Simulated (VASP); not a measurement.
## ReB: single point with PBE

The system is ReB.

```xyz
4
Lattice="2.8389 0.0000 0.0000 0.0000 2.8389 0.0000 0.0000 0.0000 5.8916" Properties=species:S:1:pos:R:3 pbc="T T T"
Re    1.4195    1.4195    1.2651
Re    1.4195    1.4195    4.6265
B     0.0000    1.4195    2.9458
B     1.4195    0.0000    2.9458
```

The cell was generated, and may not be a known phase.

```json
{
  "Program": "VASP 6.6.1",
  "Task": "single point",
  "Functional": "PBE",
  "Potentials or basis": "VASP PAW PBE potentials, release 64 (Re_sv_GW, B)",
  "Cutoff": "560 eV",
  "k mesh": "16 × 16 × 8",
  "Occupations": "gaussian, width 0.1 eV",
  "Spin": "no spin polarisation",
  "Dipole correction": "no",
  "Further INCAR settings": "ALGO = Normal; EDIFF = 1e-06; NBANDS = 26"
}
```

```
Pressure               : -0.8 GPa
Largest force          : 0.014 eV/Å
Band gap on the k mesh : zero (bands 18 and 19 overlap by 2.26 eV)
```

Forces on the atoms (eV/Å):
```
Re   0.000  0.000 -0.014
Re   0.000  0.000  0.014
B    0.000  0.000  0.000
B    0.000  0.000  0.000
```

Levels at points of the mesh, in eV from the Fermi level:
| k point | band 14 | band 15 | band 16 | band 17 | band 18 | band 19 | band 20 | band 21 | band 22 | band 23 |
| --- | --- | --- | --- | --- | --- | --- | --- | --- | --- | --- |
| (0.00, 0.00, 0.00) | -3.83 | -3.83 | -3.14 | -0.69 | 1.41 | 1.41 | 2.04 | 2.39 | 2.96 | 2.96 |
| (0.50, 0.00, 0.00) | -3.11 | -2.17 | -0.97 | -0.71 | 0.18 | 1.01 | 1.78 | 3.01 | 4.48 | 4.64 |
| (0.50, 0.50, 0.00) | -3.43 | -3.43 | -1.90 | -0.24 | -0.24 | 1.04 | 3.12 | 3.59 | 3.96 | 5.69 |
| (0.00, 0.00, 0.50) | -3.39 | -3.39 | -3.16 | -1.09 | -0.50 | -0.50 | 2.12 | 2.31 | 5.11 | 5.11 |
| (0.50, 0.00, 0.50) | -2.62 | -1.72 | -1.35 | -0.67 | -0.25 | -0.07 | 1.68 | 2.81 | 4.44 | 4.86 |
| (0.50, 0.50, 0.50) | -4.64 | -4.52 | -2.15 | -0.87 | 1.45 | 1.45 | 3.76 | 3.78 | 4.35 | 4.35 |

Wall time 100 s on 1 thread of Intel(R) Xeon(R) 6975P-C (Granite Rapids), on a shared host, peak memory 0.39 GiB.

Caveat: spin-orbit coupling is left out, which moves the levels of the heavy elements.
